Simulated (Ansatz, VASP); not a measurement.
# Two plane-wave programs on SnO

```
CELL_PARAMETERS angstrom
3.85480 0.00000 0.00000
0.00000 3.85480 0.00000
0.00000 0.00000 5.02770
ATOMIC_POSITIONS crystal
Sn 0.00000 0.50000 0.24575
Sn 0.50000 0.00000 0.75425
O 0.00000 0.00000 0.00000
O 0.50000 0.50000 0.00000
```

Alike in both runs: task single point; functional LDA; k mesh 10 × 10 × 8; occupations gaussian, width 0.15 eV; no spin polarisation.

|  | VASP | Ansatz |
| --- | --- | --- |
| version | VASP 6.6.1 | Ansatz 0.2.0 |
| potentials or method | VASP PAW LDA potentials, release 64 (Sn_d, O), cutoff 520 eV | scalar-relativistic, plane waves, PAW |
| valence electrons in the cell | 40 | 40 |

VASP gave:

```
gap on the k mesh at the Fermi level (eV)                     : none
pressure (GPa)                                                : -9.4
traceless stress, the component that is largest in VASP (GPa) : -1.55
rms of the force components (eV/Å)                            : 0.701
```

**Question.** Estimate Ansatz's values.

**Answer.** gap on the k mesh at the Fermi level (eV): none; pressure (GPa): -9.6; traceless stress, the component that is largest in VASP (GPa): -1.59; rms of the force components (eV/Å): 0.739.

LDA's correlation is that of Perdew and Zunger in VASP and of Perdew and Wang (1992) in Ansatz. Atom by atom the forces differ by 0.038 eV/Å (rms over components). A gap of «none» marks a metal or a gap that the smearing closes.
